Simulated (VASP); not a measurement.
# HF in VASP: notebook

The runs below take HF through single point, molecular dynamics, with PBE.

Program: VASP 6.6.1. These are calculated values, not measurements. Logs are shortened: lines on timing, memory, paths and dates and some standing lists are left out, and cuts for length are marked.

## (1) The cell of the first run

The cell holds a disordered packing, 20 atoms: a = 6.980 Å, b = 6.980 Å, c = 6.980 Å, α = 90.00°, β = 90.00°, γ = 90.00°.

## (2) Single point, PBE

File INCAR:

```
SYSTEM = HF
PREC     = Accurate       ! precision mode
ENCUT    = 520            ! plane-wave cutoff, eV
EDIFF    = 1E-6           ! SCF threshold, eV
ISMEAR   = -1             ! smearing method
SIGMA    = 0.05           ! smearing width, eV
LREAL    = .False.        ! projectors in reciprocal space
LASPH    = .True.         ! aspherical terms in the spheres
NELM     = 120            ! most SCF steps
ALGO     = Normal         ! electronic algorithm
ISIF     = 2              ! what is computed and relaxed
LWAVE    = .False.        ! write WAVECAR
LCHARG   = .False.        ! write CHGCAR
GGA      = PE             ! functional
NBANDS   = 56             ! bands
GGA_COMPAT= .False.
```

File KPOINTS:

```
Automatic mesh
0
Gamma
  1 1 1
  0 0 0
```

File POSCAR:

```
HF
1.0
    6.9795320000      0.0000000000      0.0000000000
    0.0000000000      6.9795320000      0.0000000000
    0.0000000000      0.0000000000      6.9795320000
F H
10 10
Direct
    0.5217685083      0.1550103932      0.2529539230
    0.5843371733      0.4622086409      0.6167462231
    0.1746392165      0.4287680034      0.3710993803
    0.6906480263      0.6089806594      0.3145912935
    0.9155914752      0.1883793928      0.3896393053
    0.9283287189      0.8179201700      0.9588465244
    0.1988958572      0.0368362807      0.0851776308
    0.3738359535      0.5884205417      1.1148168674
    0.8973381023      0.9527716185      0.6488400655
    0.3605829159      0.6619784822      0.7786481959
    0.4071189873      0.1045628847      0.2120915844
    0.5918734952      0.4979130406      0.4842874852
    0.2415921297      0.4471216695      0.2483977436
    0.6156573249      0.6214886614      0.2075927154
    1.0010986410      0.3025274474      0.3791371685
    0.9389884594      0.8800303516      0.8299267057
    0.0828565583     -0.0266063684      0.1140907442
    0.3744233854      0.6246120800      0.9715694405
    0.9257067666      1.0681661750      0.5698233062
    0.4347569436      0.5766432477      0.6910635269
```

Potentials or basis: VASP PAW PBE potentials, release 64 (F, H).

Started as:

```bash
$ cat potpaw_PBE.64/F/POTCAR potpaw_PBE.64/H/POTCAR > POTCAR
$ mpirun -np 1 vasp_gam > vasp.out
```

OUTCAR:

```text
SYSTEM = HF
   PREC = Accurate
   ENCUT = 520
   EDIFF = 1E-6
   ISMEAR = -1
   LREAL = .False.
   LASPH = .True.
   NELM = 120
   ISIF = 2
   GGA = PE

 ion  position               nearest neighbor table
   1  0.522  0.155  0.253-  11 0.92
   2  0.584  0.462  0.617-  12 0.96
   3  0.175  0.429  0.371-  13 0.98
   4  0.691  0.609  0.315-  14 0.92
   5  0.916  0.188  0.390-  15 1.00
   6  0.928  0.818  0.959-  16 1.00
   7  0.199  0.037  0.085-  17 0.94
   8  0.374  0.588  0.115-  18 1.03
   9  0.897  0.953  0.649-  19 1.00  16 1.39
  10  0.361  0.662  0.779-  20 1.00  18 1.37
  11  0.407  0.105  0.212-   1 0.92
  12  0.592  0.498  0.484-   2 0.96
  13  0.242  0.447  0.248-   3 0.98
  14  0.616  0.621  0.208-   4 0.92
  15  0.001  0.303  0.379-   5 1.00
  16  0.939  0.880  0.830-   6 1.00   9 1.39
  17  0.083  0.973  0.114-   7 0.94
  18  0.374  0.625  0.972-   8 1.03  10 1.37
  19  0.926  0.068  0.570-   9 1.00
  20  0.435  0.577  0.691-  10 1.00

  LATTYP: Found a simple cubic cell.
 ALAT       =     6.9795320000

  Lattice vectors:

 A1 = (   6.9795320000,   0.0000000000,   0.0000000000)
 A2 = (   0.0000000000,   6.9795320000,   0.0000000000)
 A3 = (   0.0000000000,   0.0000000000,   6.9795320000)

Analysis of symmetry for initial positions (statically):
=====================================================================
 Subroutine PRICEL returns:
 Original cell was already a primitive cell.

 Routine SETGRP: Setting up the symmetry group for a
 simple cubic supercell.

 Subroutine GETGRP returns: Found  1 space group operations
 (whereof  1 operations were pure point group operations)
 out of a pool of 48 trial point group operations.

The static configuration has the point symmetry C_1 .

Analysis of symmetry for dynamics (positions and initial velocities):
=====================================================================
 Subroutine PRICEL returns:
 Original cell was already a primitive cell.

 Routine SETGRP: Setting up the symmetry group for a
 simple cubic supercell.

 Subroutine GETGRP returns: Found  1 space group operations
 (whereof  1 operations were pure point group operations)
 out of a pool of 48 trial point group operations.

The dynamic configuration has the point symmetry C_1 .

 Subroutine INISYM returns: Found  1 space group operations
 (whereof  1 operations are pure point group operations),
 and found     1 'primitive' translations

----------------------------------------------------------------------------------------

                                     Primitive cell

  volume of cell :     340.0000

  direct lattice vectors                    reciprocal lattice vectors
     6.979532000  0.000000000  0.000000000     0.143276082  0.000000000  0.000000000
     0.000000000  6.979532000  0.000000000     0.000000000  0.143276082  0.000000000
     0.000000000  0.000000000  6.979532000     0.000000000  0.000000000  0.143276082

  length of vectors
     6.979532000  6.979532000  6.979532000     0.143276082  0.143276082  0.143276082

  position of ions in fractional coordinates (direct lattice)
     0.521768508  0.155010393  0.252953923
     0.584337173  0.462208641  0.616746223
     0.174639216  0.428768003  0.371099380
     0.690648026  0.608980659  0.314591294
     0.915591475  0.188379393  0.389639305
     0.928328719  0.817920170  0.958846524
[... 12 lines left out ...]
     0.925706767  0.068166175  0.569823306
     0.434756944  0.576643248  0.691063527

  ion indices of the primitive-cell ions
   primitive index   ion index
                 1           1
                 2           2
                 3           3
                 4           4
                 5           5
                 6           6
[... 12 lines left out ...]
                19          19
                20          20

----------------------------------------------------------------------------------------

 KPOINTS: Automatic mesh

Automatic generation of k-mesh.
 Grid dimensions read from file:
 generate k-points for:    1    1    1

 Generating k-lattice:

  Cartesian coordinates                     Fractional coordinates (reciprocal lattice)
     0.143276082  0.000000000  0.000000000     1.000000000  0.000000000  0.000000000
     0.000000000  0.143276082  0.000000000     0.000000000  1.000000000  0.000000000
     0.000000000  0.000000000  0.143276082     0.000000000  0.000000000  1.000000000

  Length of vectors
     0.143276082  0.143276082  0.143276082

  Shift w.r.t. Gamma in fractional coordinates (k-lattice)
     0.000000000  0.000000000  0.000000000

 Subroutine IBZKPT returns following result:
 ===========================================

 Found      1 irreducible k-points:

 Following reciprocal coordinates:
            Coordinates               Weight
  0.000000  0.000000  0.000000      1.000000
   k-points           NKPTS =      1   k-points in BZ     NKDIM =      1   number of bands    NBANDS=     56
   number of dos      NEDOS =    301   number of ions     NIONS =     20
   total plane-waves  NPLWV = 157464
   dimension x,y,z NGX =    54 NGY =   54 NGZ =   54
   dimension x,y,z NGXF=   108 NGYF=  108 NGZF=  108
   ions per type =              10  10
   NGX,Y,Z   is equivalent  to a cutoff of  12.86, 12.86, 12.86 a.u.
   NGXF,Y,Z  is equivalent  to a cutoff of  25.72, 25.72, 25.72 a.u.
 SYSTEM =  HF
   PREC   = accura    normal or accurate (medium, high low for compatibility)
   ISTART =      0    job   : 0-new  1-cont  2-samecut
   ICHARG =      2    charge: 1-file 2-atom 10-const
   ISPIN  =      1    spin polarized calculation?
   LNONCOLLINEAR =      F non collinear calculations
   LSORBIT =      F    spin-orbit coupling
   LASPH  =      T    aspherical Exc in radial PAW
   ENCUT  =  520.0 eV  38.22 Ry    6.18 a.u.  12.98 12.98 12.98*2*pi/ulx,y,z
   NELM   =    120;   NELMIN=  2; NELMDL= -5     # of ELM steps
   EDIFF  = 0.1E-05   stopping-criterion for ELM
   LREAL  =      F    real-space projection
   EDIFFG = 0.1E-04   stopping-criterion for IOM
   NSW    =      0    number of steps for IOM
   IBRION =     -1    ionic relax: 0-MD 1-quasi-New 2-CG
   NFREE  =      0    steps in history (QN), initial steepest desc. (CG)
   ISIF   =      2    stress and relaxation
   ISYM   =      2    0-nonsym 1-usesym 2-fastsym
   POTIM  = 0.5000    time-step for ionic-motion
   TEBEG  =    0.0;   TEEND  =   0.0 temperature during run
   PSTRESS=    0.0 pullay stress
   NELECT =      80.0000    total number of electrons
   NUPDOWN=      -1.0000    fix difference up-down
   EMIN   =  10.00;   EMAX   =-10.00  energy-range for DOS
   EFERMI =   0.00;   METHOD = LEGACY
   ISMEAR =    -1;   SIGMA  =   0.05  broadening in eV -4-tet -1-fermi 0-gaus
   EFERMI_NEDOS =   21; number of points for ismear=-14 and -15
   IALGO  =     38    algorithm
   IMIX   =      4    mixing-type and parameters
     AMIX     =   0.40;   BMIX     =  1.00
     AMIX_MAG =   1.60;   BMIX_MAG =  1.00
  volume/ion in A,a.u.               =      17.00       114.72
  Fermi-wavevector in a.u.,A,eV,Ry     =   1.010676  1.909900 13.897882  1.021466
  Thomas-Fermi vector in A             =   2.143679
   LORBIT       =      0    0 simple, 1 ext, 2 COOP (PROOUT), +10 PAW based schemes
   GGA     = PE    functional components
   LHFCALC =     F    Hartree Fock is set to
   AEXX    =    0.0000 exact exchange contribution
   IVDW    =     0    specifies the selected vdW correction
   LEPSILON=     F    determine dielectric tensor
   LRPA    =     F    only Hartree local field effects (RPA)
 non-spin polarized calculation
  energy-cutoff  :      520.00
  volume of cell :      340.00
 maximum number of plane-waves:      4547
 NGX is ok and might be reduce to    50
   NGX = 25   NGY = 25   NGZ = 25

 number of electron      80.0000002 magnetization

 Free energy of the ion-electron system (eV)
  ---------------------------------------------------
  ext. energy  EPLUGINS =         0.00000000
  ---------------------------------------------------
  free energy    TOTEN  =       -82.03419587 eV

  energy without entropy =      -82.03419587  energy(sigma->0) =      -82.03419587

 E-fermi :  -5.4099     XC(G=0):  -5.5178

 val. band max:       -6.6037822900   @ k =   0.0000   0.0000   0.0000
 cond. band min:      -0.0181059458   @ k =   0.0000   0.0000   0.0000
 fundamental gap:      6.5856763442
 Fermi energy:        -5.4099268159

 k-point     1 :       0.0000    0.0000    0.0000
  band No.  band energies     occupation
      1     -29.2644      2.00000
      2     -28.8014      2.00000
      3     -28.7912      2.00000
      4     -28.4357      2.00000
      5     -28.2271      2.00000
      6     -28.0765      2.00000
[... 44 lines left out ...]
     51       5.6826      0.00000
     52       5.8760      0.00000
 [bands above 52 left out]

------------------------ aborting loop because EDIFF is reached ----------------------------------------

  FORCE on cell =-STRESS in cart. coord.  units (eV):
  Direction    XX          YY          ZZ          XY          YZ          ZX
  --------------------------------------------------------------------------------------
  -------------------------------------------------------------------------------------
  Total        1.2589459     -1.2499369      0.8126414     -0.2065992      0.4664731      1.6330319
  in kB        5.9325138     -5.8900608      3.8293988     -0.9735544      2.1981549      7.6953139
  external PRESSURE =       1.2906173 kB  Pullay stress =       0.0000000 kB

 VOLUME and BASIS-vectors are now :
 -----------------------------------------------------------------------------
  energy-cutoff  :      520.00
  volume of cell :      340.00
      direct lattice vectors                 reciprocal lattice vectors
     6.979532000  0.000000000  0.000000000     0.143276082  0.000000000  0.000000000
     0.000000000  6.979532000  0.000000000     0.000000000  0.143276082  0.000000000
     0.000000000  0.000000000  6.979532000     0.000000000  0.000000000  0.143276082

 POSITION                                       TOTAL-FORCE (eV/Angst)
 -----------------------------------------------------------------------------------
      3.64170      1.08190      1.76550         1.389640      0.717530      0.569636
      4.07840      3.22600      4.30460        -0.442871     -0.292288      0.407167
      1.21890      2.99260      2.59010         0.251713      0.027262     -0.596744
      4.82040      4.25040      2.19570         1.272580     -0.222237      1.699439
      6.39040      1.31480      2.71950         0.430906      0.711660      0.166142
      6.47930      5.70870      6.69230         0.202131      0.245551     -0.195183
[... 12 lines left out ...]
      6.46100      0.47577      3.97710        -0.324839     -0.585164      0.017305
      3.03440      4.02470      4.82330         0.314074     -0.016291      0.519744
 -----------------------------------------------------------------------------------
    total drift:                               -0.001162      0.000965     -0.000277

  FREE ENERGIE OF THE ION-ELECTRON SYSTEM (eV)
  ---------------------------------------------------
  free  energy   TOTEN  =       -82.0341958749 eV

  energy  without entropy=      -82.0341958747  energy(sigma->0) =      -82.03419587
```

Wall time 73 s (1 thread of Intel Xeon 8259CL, shared host); peak memory 0.36 GiB.

Results:

| Quantity | Value |
| --- | --- |
| Free energy | -82.0342 eV |
| Pressure | 0.1 GPa |
| Largest force | 2.262 eV/Å |

Forces on the atoms (eV/Å):
```
F    1.390  0.718  0.570
F   -0.443 -0.292  0.407
F    0.252  0.027 -0.597
F    1.273 -0.222  1.699
F    0.431  0.712  0.166
F    0.202  0.246 -0.195
F    0.579  0.468  0.165
F    0.291  0.145 -0.614
F    0.154  0.644 -0.731
F   -0.300  0.173  0.013
H   -1.516 -0.743 -0.630
H    0.641  0.183 -0.658
H   -0.285  0.307  0.559
H   -1.446  0.148 -1.733
H   -0.169 -0.756  0.015
H   -0.258 -0.382  0.936
H   -0.484 -0.453 -0.311
H   -0.298 -0.320  0.402
H   -0.325 -0.585  0.017
H    0.314 -0.016  0.520
```

Levels at points of the mesh, in eV from the Fermi level:
```tsv
k point	band 36	band 37	band 38	band 39	band 40	band 41	band 42	band 43	band 44	band 45
(0.00, 0.00, 0.00)	-2.17	-1.49	-1.46	-1.34	-1.19	5.39	8.14	8.59	8.63	8.79
```

Caveat: the k points lie up to 0.90 Å⁻¹ apart; the atoms stand as in a frame of molecular dynamics.

## (3) Single point, PBE

File INCAR:

```
SYSTEM = HF
ALGO = Normal
EDIFF = 1E-6
ENCUT = 520
GGA = PE
GGA_COMPAT = .False.
ISIF = 2
ISMEAR = -1
LASPH = .True.
LCHARG = .True.
LELF = .True.
LREAL = .False.
LVHAR = .True.
LWAVE = .False.
NBANDS = 56
NELM = 120
PREC = Accurate
SIGMA = 0.05
```

File KPOINTS:

```
k-points
0
Gamma
  1 1 1
  0 0 0
```

File POSCAR:

```
HF
1.0
    6.9795320000      0.0000000000      0.0000000000
    0.0000000000      6.9795320000      0.0000000000
    0.0000000000      0.0000000000      6.9795320000
F H
10 10
Direct
    0.5288033639      0.1151796424      0.2553179783
    0.5997536798      0.4553600442      0.6781973347
    0.2050424011      0.4168904161      0.3645516633
    0.6676665427      0.6185085189      0.3490205360
    0.9251193346      0.1778915836      0.3834354510
    0.9567976764      0.8676369705      0.9713975092
    0.2171205748      0.0187405115      0.1171138695
    0.4021616349      0.5922460131      1.1065211822
    0.8882830539      0.9394755981      0.6453011463
    0.3083158011      0.6691709415      0.7624006882
    0.4343844258      0.0624540442      0.1695529156
    0.6243112002      0.4822816200      0.5426581610
    0.2684707227      0.4240398926      0.2464205336
    0.5620290873      0.6278071366      0.2635993359
    1.0449124669      0.2492717277      0.3675747887
    0.9089721202      0.9108920197      0.8535386040
    0.1290201120     -0.0489001268      0.0325523259
    0.3675891163      0.6577661654      0.9864701530
    0.9117086934      0.9885476562      0.5143468072
    0.4068037800      0.5979770563      0.7041159780
```

Potentials or basis: VASP PAW PBE potentials, release 64 (F, H).

Started as:

```bash
$ cat potpaw_PBE.64/F/POTCAR potpaw_PBE.64/H/POTCAR > POTCAR
$ mpirun -np 1 vasp_gam > vasp.out
```

It took 76 s on 1 thread of Intel Xeon 8259CL, shared host; peak memory 0.36 GiB.

It converged, with:

- Free energy: -81.8573 eV
- Pressure: 0.3 GPa
- Largest force: 1.694 eV/Å

Forces on the atoms (eV/Å):
```
F   -0.022 -0.096 -0.340
F   -0.275  0.300 -0.816
F   -0.513 -0.333  0.730
F    0.321 -0.161  0.641
F    0.574  0.108 -0.154
F    0.154 -0.811  1.479
F    0.638  0.262  0.115
F   -0.205  0.290 -0.380
F   -0.108 -0.094 -1.194
F   -0.813  0.834  0.871
H    0.132  0.222  0.472
H    0.204  0.023  0.514
H    0.416  0.196 -0.689
H   -0.148  0.038 -0.469
H   -0.558 -0.214  0.159
H   -0.269  0.406 -1.551
H   -0.483  0.007  0.077
H    0.004 -0.487 -0.043
H   -0.167  0.421  0.969
H    1.119 -0.909 -0.390
```

Stress tensor (GPa, compression positive):
```
 0.85  0.00  0.41
 0.00 -0.40  0.24
 0.41  0.24  0.56
```

Levels at points of the mesh, in eV from the Fermi level:
```tsv
k point	band 36	band 37	band 38	band 39	band 40	band 41	band 42	band 43	band 44	band 45
(0.00, 0.00, 0.00)	-2.38	-2.20	-2.08	-1.35	-1.28	5.11	7.92	8.19	8.34	8.62
```

Caveat: the k points lie up to 0.90 Å⁻¹ apart; the atoms stand as in a frame of molecular dynamics.

## (4) Single point, PBE

File INCAR:

```
SYSTEM = HF
ALGO     = Normal         ! electronic algorithm
EDIFF    = 1E-6           ! SCF threshold, eV
ENCUT    = 520            ! plane-wave cutoff, eV
GGA      = PE             ! functional
GGA_COMPAT= .FALSE.      
ISIF     = 2              ! what is computed and relaxed
ISMEAR   = -1             ! smearing method
LASPH    = .TRUE.         ! aspherical terms in the spheres
LCHARG   = .TRUE.         ! write CHGCAR
LELF     = .TRUE.         ! ELF
LREAL    = .FALSE.        ! projectors in reciprocal space
LVHAR    = .TRUE.       
LWAVE    = .FALSE.        ! write WAVECAR
NBANDS   = 56             ! bands
NELM     = 120            ! most SCF steps
PREC     = Accurate       ! precision mode
SIGMA    = 0.05           ! smearing width, eV
```

File KPOINTS:

```
k-points
0
G
  1 1 1
  0 0 0
```

File POSCAR:

```
HF
1.0
    6.9795320000      0.0000000000      0.0000000000
    0.0000000000      6.9795320000      0.0000000000
    0.0000000000      0.0000000000      6.9795320000
F H
10 10
Direct
    0.5614416554      0.0863238395      0.2638858881
    0.5916442535      0.4953197435      0.6655030738
    0.2505612124      0.4154719829      0.3671879433
    0.6722083945      0.6297127085      0.3641075075
    0.9427279651      0.2066757485      0.4190252298
    0.9301196699      0.8660466060      0.9704232318
    0.2070052834      0.0085822373      0.1569016375
    0.3853840057      0.5965872783      1.1036413330
    0.8888991411      0.9016650400      0.6191246061
    0.3655259407      0.7121251110      0.7617989286
    0.4449438730      0.0616373705      0.2058304196
    0.6177061728      0.5277717761      0.5331303016
    0.2755485611      0.4383531733      0.2388412289
    0.5923606339      0.6153277899      0.2547018912
    1.0584807119      0.2764941833      0.4291261936
    0.9040147678      0.8677372638      0.8362021981
    0.0860372873     -0.0192706330      0.0920692104
    0.3786930127      0.6255577021      0.9627149786
    0.8960056348      1.0301836857      0.5668431637
    0.4664066301      0.6237380959      0.7178131714
```

Started as:

```bash
$ cat potpaw_PBE.64/F/POTCAR potpaw_PBE.64/H/POTCAR > POTCAR
$ mpirun -np 1 vasp_gam > vasp.out
```

It took 88 s on 1 thread of Intel Xeon 8259CL, shared host; peak memory 0.37 GiB.

It converged, with:

```
Free energy   : -82.0350 eV
Pressure      : 0.9 GPa
Largest force : 2.133 eV/Å
```

Forces on the atoms (eV/Å):
```
F    1.212  0.321  0.480
F    0.408 -0.958  0.661
F   -0.583 -0.664  1.941
F    0.288 -0.006 -0.138
F   -0.708 -0.356  0.348
F   -0.040 -0.153  1.003
F   -0.537  0.114 -0.201
F    0.357 -0.039 -0.792
F   -0.127  0.125  0.072
F   -0.722  0.360  1.135
H   -1.253 -0.338 -0.486
H    0.372  0.242 -0.786
H    0.305  0.510 -1.464
H   -0.400  0.064 -0.364
H    0.707  0.398 -0.257
H    0.087  0.340 -0.865
H    0.610 -0.187  0.038
H   -0.254  0.506  0.372
H    0.129 -0.146 -0.289
H    0.150 -0.132 -0.409
```

Stress tensor (GPa, compression positive):
```
 0.92 -0.31 -0.72
-0.31  0.14  0.23
-0.72  0.23  1.63
```

Levels at points of the mesh, in eV from the Fermi level:
```tsv
k point	band 36	band 37	band 38	band 39	band 40	band 41	band 42	band 43	band 44	band 45
(0.00, 0.00, 0.00)	-2.15	-1.85	-1.71	-1.25	-1.22	5.42	8.03	8.57	8.78	8.97
```

Caveat: the k points lie up to 0.90 Å⁻¹ apart; the atoms stand as in a frame of molecular dynamics.

[end of part 1 of 2]
